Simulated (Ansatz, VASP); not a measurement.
Ca7MoO8 in VASP and in Ansatz

File INCAR:

```
PREC     = Accurate       # precision mode
ENCUT    = 520            # plane-wave cutoff, eV
EDIFF    = 1E-7           # SCF threshold, eV
ISMEAR   = 0              # smearing method
SIGMA    = 0.05           # smearing width, eV
LREAL    = Auto         
LASPH    = True           # aspherical terms in the spheres
NELM     = 150            # most SCF steps
ALGO     = Normal         # electronic algorithm
ISIF     = 2              # what is computed and relaxed
LWAVE    = False          # write WAVECAR
LCHARG   = True           # write CHGCAR
ISPIN    = 2              # spin polarisation
MAGMOM   = 1.35 0 0 0 0 0 0 0 0 0.03 0.01 0.01 0.01 0.01 0.03 0 # initial moments
LORBIT   = 11             # projections on sites
LMAXMIX  = 4              # l up to which the mixer works
LDAU     = True           # DFT+U
LDAUTYPE = 2            
LDAUL    = 2 -1 -1        # shell
LDAUU    = 2 0 0          # U, eV
LDAUJ    = 0 0 0        
LDAUPRINT= 1            
GGA      = PS             # functional
LELF     = True           # ELF
LVHAR    = True         
NBANDS   = 84             # bands
```

The input KPOINTS:

```
Automatic mesh
0
Gamma
  3 3 3
```

Contents of POSCAR:

```
Ca7MoO8
1.0
    0.0000000000      4.8150000000      4.8150000000
    4.8150000000      0.0000000000      4.8150000000
    4.8150000000      4.8150000000      0.0000000000
Mo Ca O
1 7 8
Direct
    0.0000000000      0.0000000000      1.0000000000
    0.0000000000      0.0000000000      0.5000000000
    0.0000000000      0.5000000000      0.0000000000
    0.0000000000      0.5000000000      0.5000000000
    0.5000000000      0.0000000000      0.0000000000
    0.5000000000      0.0000000000      0.5000000000
    0.5000000000      0.5000000000      0.0000000000
    0.5000000000      0.5000000000      0.5000000000
    0.2500000000      0.2500000000      0.2500000000
    0.2420323557      0.2420323557      0.7579676443
    0.2420323557      0.7579676443      0.2420323557
    0.2420323557      0.7579676443      0.7579676443
    0.7579676443      0.2420323557      0.2420323557
    0.7579676443      0.2420323557      0.7579676443
    0.7579676443      0.7579676443      0.2420323557
    0.7500000000      0.7500000000      0.7500000000
```

Input for Ansatz:

```yaml
crystal:
  lattice:
    - [0.0, 4.815, 4.815]
    - [4.815, 0.0, 4.815]
    - [4.815, 4.815, 0.0]
  atoms:
    - { symbol: Mo, position: [0.0, 0.0, 1.0], spin: 4.0 }
    - { symbol: Ca, position: [0.0, 0.0, 0.5] }
    - { symbol: Ca, position: [0.0, 0.5, 0.0] }
    - { symbol: Ca, position: [0.0, 0.5, 0.5] }
    - { symbol: Ca, position: [0.5, 0.0, 0.0] }
    - { symbol: Ca, position: [0.5, 0.0, 0.5] }
    - { symbol: Ca, position: [0.5, 0.5, 0.0] }
    - { symbol: Ca, position: [0.5, 0.5, 0.5] }
    - { symbol: O, position: [0.25, 0.25, 0.25] }
    - { symbol: O, position: [0.2420323557, 0.2420323557, 0.7579676443] }
    - { symbol: O, position: [0.2420323557, 0.7579676443, 0.2420323557] }
    - { symbol: O, position: [0.2420323557, 0.7579676443, 0.7579676443] }
    - { symbol: O, position: [0.7579676443, 0.2420323557, 0.2420323557] }
    - { symbol: O, position: [0.7579676443, 0.2420323557, 0.7579676443] }
    - { symbol: O, position: [0.7579676443, 0.7579676443, 0.2420323557] }
    - { symbol: O, position: [0.75, 0.75, 0.75] }
basis:
  ecutwfc: 420
  ecutrho_ratio: 4
kpoints:
  mp_grid: { grid: [3, 3, 3] }
hamiltonian:
  xc: pbesol
  hubbard:
    sites:
      - { site: 0, l: d, u_eff: 2.0, starting_ns: [{ spin: up, occupation_matrix: s0up }, { spin: down, occupation_matrix: s0down }] }
    occupation_matrices:
      s0up:
        matrix:
          - [0.97, 0.0, 0.0, 0.0, 0.0]
          - [0.0, 0.495, -0.475, 0.0, 0.0]
          - [0.0, -0.475, 0.495, 0.0, 0.0]
          - [0.0, 0.0, 0.0, 0.97, 0.0]
          - [0.0, 0.0, 0.0, 0.0, 0.97]
      s0down:
        matrix:
          - [0.02, 0.0, 0.0, 0.0, 0.0]
          - [0.0, 0.02, 0.0, 0.0, 0.0]
          - [0.0, 0.0, 0.02, 0.0, 0.0]
          - [0.0, 0.0, 0.0, 0.02, 0.0]
          - [0.0, 0.0, 0.0, 0.0, 0.02]
    ns_hold: until_converged
scf:
  occupations: { method: gaussian, width: 0.05 }
  lower_state_search: "off"
  max_iter: 150
output:
  forces: true
  stress: true
  eigenvalues: true
  populations: true
  hubbard: { sites: [{ site: 0, l: d }] }
magnetization:
  spin_polarized: true
```

Alike in both runs: task single point; functional PBEsol; k mesh 3 × 3 × 3; occupations gaussian, width 0.05 eV; collinear spin; Hubbard terms Mo d U = 2.0 eV.

|  | VASP | Ansatz |
| --- | --- | --- |
| version | VASP 6.6.1 | Ansatz 0.2.0 |
| potentials or method | VASP PAW PBE potentials, release 64 (Mo_sv, Ca_sv, O), cutoff 520 eV | scalar-relativistic, plane waves, PAW |
| valence electrons in the cell | 132 | 132 |

VASP gave:

* pressure (GPa): -7.9
* traceless stress, the component that is largest in VASP (GPa): -0.09
* rms of the force components (eV/Å): 0.009
* net moment per atom (μB): 0.13
* size of the moment on the site where the two differ most (μB): 1.92

Q: What did Ansatz give for the same quantities?

A: Pressure (GPa): -7.8; traceless stress, the component that is largest in VASP (GPa): -1.13; rms of the force components (eV/Å): 0.161; net moment per atom (μB): 0.12; size of the moment on the site where the two differ most (μB): 1.23.

VASP's potentials were made for PBE, not for PBEsol. Site moments also hang on the region over which each program counts them. The programs project onto different local orbitals, so the same U acts differently, and such runs can settle in different states. Atom by atom the forces differ by 0.160 eV/Å (rms over components). Ansatz's warnings: specified occupation not kept, symmetry narrowed by occupation matrices.

The k mesh is coarse, so the values compare programs but aren't converged.
